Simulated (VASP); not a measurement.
Set up this calculation in VASP 6.6.1, as the native input.

```
Task                   : single point
Functional             : PBE
Dispersion             : D3(BJ)
Potentials or basis    : VASP PAW PBE potentials, release 64 (Ir, O, C)
Cutoff                 : 520 eV
k mesh                 : 4 × 4 × 1
Occupations            : gaussian, width 0.1 eV
Spin                   : no spin polarisation
Dipole correction      : yes
Further INCAR settings : LREAL = Auto; ALGO = Normal; EDIFF = 1e-06; NBANDS = 95
```

The structure of Ir16CO2 lies in POSCAR:

```
Ir16CO2
1.0
    5.4313155574      0.0000000000      0.0000000000
    0.0000000000      5.4313155574      0.0000000000
    0.0000000000      0.0000000000     26.2357800921
Ir O C
16 2 1
Direct
    0.2500000000      0.2500000000      0.3049270870
    0.2500000000      0.7500000000      0.3049270870
    0.7500000000      0.2500000000      0.3049270870
    0.7500000000      0.7500000000      0.3049270870
    0.5000000000      0.5000000000      0.3781194992
    0.5000000000      0.0000000000      0.3781194992
    0.0000000000      0.5000000000      0.3781194992
    0.0000000000      0.0000000000      0.3781194992
    0.7500000000      0.7500000000      0.4521938284
    0.7500000000      0.2500000000      0.4521175991
    0.2500000000      0.7500000000      0.4521175991
    0.2500000000      0.2500000000      0.4520321426
    0.0002921322      0.0002921322      0.5225418736
    0.0002921322      0.4997078678      0.5225418736
    0.4997078678      0.0002921322      0.5225418736
    0.4997078678      0.4997078678      0.5225418736
    0.7500000000      0.7500000000      0.7347026307
    0.7500000000      0.7500000000      0.6454517565
    0.7500000000      0.7500000000      0.6900973927
```

The input as run:

INCAR

```
PREC = Accurate ; ENCUT = 520
EDIFF = 1E-6 ; ISMEAR = 0
SIGMA = 0.1 ; LREAL = Auto
LASPH = True ; NELM = 60
ALGO = Normal ; ISIF = 2
LWAVE = False ; LCHARG = False
LDIPOL = True ; IDIPOL = 3
DIPOL = 0.5 0.5 0.458 ; GGA = PE
IVDW = 12 ; NBANDS = 95
```

KPOINTS

```
regular mesh
0
Gamma
  4 4 1
```

Potentials or basis: VASP PAW PBE potentials, release 64 (Ir, O, C).

Launch:

```sh
$ cat potpaw_PBE.64/Ir/POTCAR potpaw_PBE.64/O/POTCAR potpaw_PBE.64/C/POTCAR > POTCAR
$ mpirun -np 1 vasp_std > vasp.out
```

Results of the run:

* Largest force: 0.722 eV/Å
* Band gap on the k mesh: zero (bands 80 and 81 overlap by 0.84 eV)
* Dispersion energy per atom: -0.439 eV

Caveat: spin-orbit coupling is left out, which moves the levels of the heavy elements.

Wall time 42 min on 1 thread of Intel Xeon 8259CL, with other jobs on the host, peak memory 0.82 GiB.
